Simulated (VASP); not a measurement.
Input of a VASP 6.6.1 run:

The input POSCAR:

```
TaO
1.0
    0.0000000000      2.3650000000      2.3650000000
    2.3650000000      0.0000000000      2.3650000000
    2.3650000000      2.3650000000      0.0000000000
Ta O
1 1
Direct
    0.0000000000      0.0000000000      0.0000000000
    0.2500000000      0.2500000000      0.2500000000
```

INCAR.step1

```
SYSTEM = TaO
PREC     = Accurate       ! precision mode
ENCUT    = 660            ! plane-wave cutoff, eV
ISMEAR   = 0              ! smearing method
SIGMA    = 0.1            ! smearing width, eV
LREAL    = .FALSE.        ! projectors in reciprocal space
LASPH    = .TRUE.         ! aspherical terms in the spheres
NELM     = 120            ! most SCF steps
GGA      = PE             ! functional
ALGO     = Normal         ! electronic algorithm
EDIFF    = 1E-5           ! SCF threshold, eV
LWAVE    = .TRUE.         ! write WAVECAR
LCHARG   = .FALSE.        ! write CHGCAR
GGA_COMPAT= .FALSE.      
IBRION   = 2              ! ionic algorithm
ISIF     = 3              ! what is computed and relaxed
EDIFFG   = -0.005         ! ionic threshold
NELMIN   = 4            
NSW      = 100            ! ionic steps
```

Contents of INCAR.step2:

```
SYSTEM = TaO
PREC     = Accurate       ! precision mode
ENCUT    = 660            ! plane-wave cutoff, eV
EDIFF    = 1E-7           ! SCF threshold, eV
ISMEAR   = 0              ! smearing method
SIGMA    = 0.1            ! smearing width, eV
LREAL    = .FALSE.        ! projectors in reciprocal space
LASPH    = .TRUE.         ! aspherical terms in the spheres
NELM     = 120            ! most SCF steps
ALGO     = Normal         ! electronic algorithm
ISIF     = 3              ! what is computed and relaxed
LWAVE    = .FALSE.        ! write WAVECAR
LCHARG   = .FALSE.        ! write CHGCAR
METAGGA  = R2SCAN         ! meta-GGA
LMIXTAU  = .TRUE.       
IBRION   = 2              ! ionic algorithm
NSW      = 80             ! ionic steps
EDIFFG   = -0.03          ! ionic threshold
PSTRESS  = 100.0        
ISTART   = 1            
GGA_COMPAT= .FALSE.      
NELMIN   = 4
```

File KPOINTS:

```
Automatic mesh
0
G
  6 6 6
  0 0 0
```

Potentials or basis: VASP PAW PBE potentials, release 64 (Ta_pv, O).

Run with:

```sh
$ cat potpaw_PBE.64/Ta_pv/POTCAR potpaw_PBE.64/O/POTCAR > POTCAR
$ cp INCAR.step1 INCAR
$ mpirun -np 1 vasp_std > vasp.out
$ cp INCAR.step2 INCAR
$ mpirun -np 1 vasp_std > vasp.out
```

(1) Estimate the relaxed cell.

(2) Estimate the space group after relaxing (to 0.1 Å).

## Answers

(1) a = 3.331 Å, b = 3.331 Å, c = 3.331 Å, α = 60.00°, β = 60.00°, γ = 60.00°.

(2) F-43m (No. 216).

Caveat: the k points lie up to 0.39 Å⁻¹ apart in the final cell, too coarse for converged energies and pressures of a metal; the cell is relaxed towards a set pressure, so the run minimises the enthalpy, not the energy; an odd number of electrons without spin polarisation forces a metal; a magnetic or distorted state may lie lower.
